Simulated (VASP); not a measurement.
Runs of VASP 6.6.1 on ZnCu. The structure is that of space group Cmcm (No. 63), or close to it. The cells are those of the table. 

```tsv
task	cell	k mesh	cutoff (eV)	gap on the mesh (eV)	pressure (GPa)	largest force (eV/Å)
single point	a = 5.116, b = 5.116, c = 4.113 Å, angles 90.0, 90.0, 150.6°, 4 atoms	6 × 6 × 6	520	none	0.5	0.01
single point	a = 5.096, b = 5.096, c = 4.133 Å, angles 90.0, 90.0, 150.5°, 4 atoms	18 × 18 × 12, shifted	520	none	0.4	0.01
relaxation of cell and atoms	relaxed from a = 4.807, b = 4.807, c = 3.397 Å, angles 90.0, 90.0, 138.4°, 4 atoms	6 × 6 × 6	600	none	-0.1	0.01
single point	a = 4.807, b = 4.807, c = 3.397 Å, angles 90.0, 90.0, 138.4°, 4 atoms	6 × 6 × 6	520	none	(a)	1.74
single point	a = 5.096, b = 5.096, c = 4.133 Å, angles 90.0, 90.0, 150.5°, 4 atoms	18 × 18 × 12	520	none	0.5	0.01
```

Alike in all rows: level PBE; potentials or basis VASP PAW PBE potentials, release 64 (Zn, Cu); no spin polarisation; smearing gaussian 0.1 eV.

Problem. Estimate the missing entries.

Solution. (a) 15.7.

Caveats: some runs use coarse meshes; forces of over 1 eV/Å act on the atoms, so gaps and moduli don't describe the material at rest (some runs).

A gap of «none» marks levels without a gap at the run's occupations.
